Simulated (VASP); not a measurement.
Be:

```
Be
1.0
     3.73533    0.00000    0.00000
    -1.86766    3.23489    0.00000
     0.00000    0.00000    2.28992
Be
3
Direct
  0.00000 0.00000 0.00000
  0.33333 0.66667 0.50000
  0.66667 0.33333 0.50000
```

| Quantity | Value |
| --- | --- |
| Program | VASP 6.6.1 |
| Task | relaxation of cell and atoms |
| Functional | PBEsol |
| Potentials or basis | VASP PAW PBE potentials, release 64 (Be) |
| Cutoff | 600 eV |
| k mesh | 6 × 6 × 8 |
| Occupations | gaussian, width 0.1 eV |
| Spin | no spin polarisation |

At the start: pressure -13.0 GPa; volume 9.22 Å³/atom.

Question: How do energy, volume and symmetry change on relaxing?

Answer: Over 5 steps the energy falls by 56.0 meV/atom and the volume is 7.97 Å³/atom (-13.6 %); space group P6/mmm (No. 191, to 0.05 Å).

The path:
| step | energy change (eV) | largest force (eV/Å) | pressure (GPa) | volume (Å³) |
| --- | --- | --- | --- | --- |
| 1 | 0.0000 | 0.0000 | -12.96 | 27.67 |
| 2 | -0.1547 | 0.0000 | -3.30 | 24.79 |
| 3 | -0.1603 | 0.0000 | -0.74 | 24.22 |
| 4 | -0.1603 | 0.0000 | -0.43 | 24.15 |
| 5 | -0.1679 | 0.0000 | 0.11 | 23.91 |

Final structure:
```xyz
3
Lattice="3.5577 0.0000 0.0000 -1.7789 3.0811 0.0000 0.0000 0.0000 2.1815" Properties=species:S:1:pos:R:3 pbc="T T T"
Be    0.0000    0.0000    2.1815
Be    0.0000    2.0540    1.0907
Be    1.7789    1.0270    1.0907
```

Caveat: the PAW data sets were made with another functional, which shifts forces and pressure a little.
